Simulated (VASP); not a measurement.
Write the native input for VASP 6.6.1 that does the following.

| Quantity | Value |
| --- | --- |
| Task | single point |
| Functional | r2SCAN |
| Potentials or basis | VASP PAW PBE potentials, release 64 (Ag) |
| Cutoff | 520 eV |
| k mesh | 12 × 12 × 4 |
| Occupations | gaussian, width 0.15 eV |
| Spin | no spin polarisation |
| Dipole correction | no |
| Further INCAR settings | ALGO = Normal; EDIFF = 1e-06; NBANDS = 30 |

Ag:

```
Ag
1.0
     2.90521    0.00000    0.00000
    -1.45260    2.51598    0.00000
     0.00000    0.00000    9.46699
Ag
4
Cartesian
  0.0000 1.6773 2.3667
  1.4526 0.8387 7.1002
  0.0000 0.0000 0.0000
  0.0000 0.0000 4.7335
```

One way to write it, as run:

POSCAR

```
Ag
1.0
    2.9052090038      0.0000000000      0.0000000000
   -1.4526045019      2.5159848006      0.0000000000
    0.0000000000      0.0000000000      9.4669946005
Ag
4
Direct
    0.3333333333      0.6666666667      0.2500000000
    0.6666666667      0.3333333333      0.7500000000
    0.0000000000      0.0000000000      0.0000000000
    0.0000000000      0.0000000000      0.5000000000
```

INCAR.step1

```
SYSTEM = Ag
ALGO = Normal
EDIFF = 1E-4
ENCUT = 520
GGA = PE
ISMEAR = 0
LASPH = .True.
LCHARG = .False.
LREAL = .False.
LWAVE = .True.
NBANDS = 30
NELM = 80
PREC = Accurate
SIGMA = 0.15
```

INCAR.step2

```
SYSTEM = Ag
ALGO = Normal
EDIFF = 1E-6
ENCUT = 520
ISIF = 2
ISMEAR = 0
ISTART = 1
LASPH = .True.
LCHARG = .False.
LMIXTAU = .True.
LREAL = .False.
LWAVE = .False.
METAGGA = R2SCAN
NBANDS = 30
NELM = 80
PREC = Accurate
SIGMA = 0.15
```

KPOINTS

```
k-points
0
Gamma
  12 12 4
  0 0 0
```

Potentials or basis: VASP PAW PBE potentials, release 64 (Ag).

The run is started by

```sh
$ cat potpaw_PBE.64/Ag/POTCAR > POTCAR
$ cp INCAR.step1 INCAR
$ mpirun -np 1 vasp_std > vasp.out
$ cp INCAR.step2 INCAR
$ mpirun -np 1 vasp_std > vasp.out
```

Results of the run:

```json
{
 "Pressure": "0.3 GPa",
 "Band gap on the k mesh": "zero (band 22 reaches 11.79 eV, above the bottom of band 23 at 4.87 eV)"
}
```

Caveat: the PAW data sets were made with another functional, which shifts forces and pressure a little.

Wall time 2.9 min on 1 thread of Intel Xeon 6975P-C, on a shared host, peak memory 0.25 GiB.
